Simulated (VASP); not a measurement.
Input of a VASP 6.6.1 run:

File INCAR:

```
ALGO = Normal
EDIFF = 1E-7
EDIFFG = -0.04
ENCUT = 600
GGA = PE
IBRION = 2
ISIF = 3
ISMEAR = 0
LASPH = True
LCHARG = False
LREAL = False
LWAVE = False
NELM = 100
NSW = 90
PREC = Accurate
SIGMA = 0.1
```

The input KPOINTS:

```
k-points
0
Gamma
  6 6 4
```

The input POSCAR:

```
RbAgS2
1.0
    4.8114575300      0.0000000000      0.0000000000
   -2.4057287600      4.1668444500      0.0000000000
    0.0000000000      0.0000000000      6.2641452600
Rb Ag S
1 1 2
Direct
    0.0000000000      0.0000000000      0.0000000000
    0.0000000000      0.0000000000      0.5000000000
    0.3333333300      0.6666666700      0.0000000000
    0.6666666700      0.3333333300      0.0000000000
```

Potentials or basis: VASP PAW PBE potentials, release 64 (Rb_sv, Ag, S).

Launch:

```bash
$ cat potpaw_PBE.64/Rb_sv/POTCAR potpaw_PBE.64/Ag/POTCAR potpaw_PBE.64/S/POTCAR > POTCAR
$ mpirun -np 1 vasp_std > vasp.out
```

Task: Predict the relaxed volume.

Result: 41.09 Å³/atom.

Task: Predict the band gap on the k mesh.

Result: Zero (band 16 reaches -0.08 eV, above the bottom of band 17 at -0.37 eV).

Task: Predict the relaxed cell.

Result: a = 5.265 Å, b = 5.265 Å, c = 6.847 Å, α = 90.00°, β = 90.00°, γ = 120.00°.

Task: Predict the space group after relaxing (to 0.05 Å).

Result: P6/mmm (No. 191).

Step by step:
```csv
step,energy change (eV),largest force (eV/Å),pressure (GPa),volume (Å³)
1,0.0000,0.0000,6.32,125.59
2,-0.5728,0.0000,0.71,149.22
3,-0.5804,0.0000,0.01,155.07
4,-0.5817,0.0000,0.18,153.45
5,-0.5816,0.0000,0.25,152.86
6,-0.5862,0.0000,0.22,154.02
7,-0.5953,0.0000,0.14,157.48
8,-0.5980,0.0000,0.04,164.38
```

Caveat: the volume moved by over 15 % at a fixed basis, so the end points are rough.
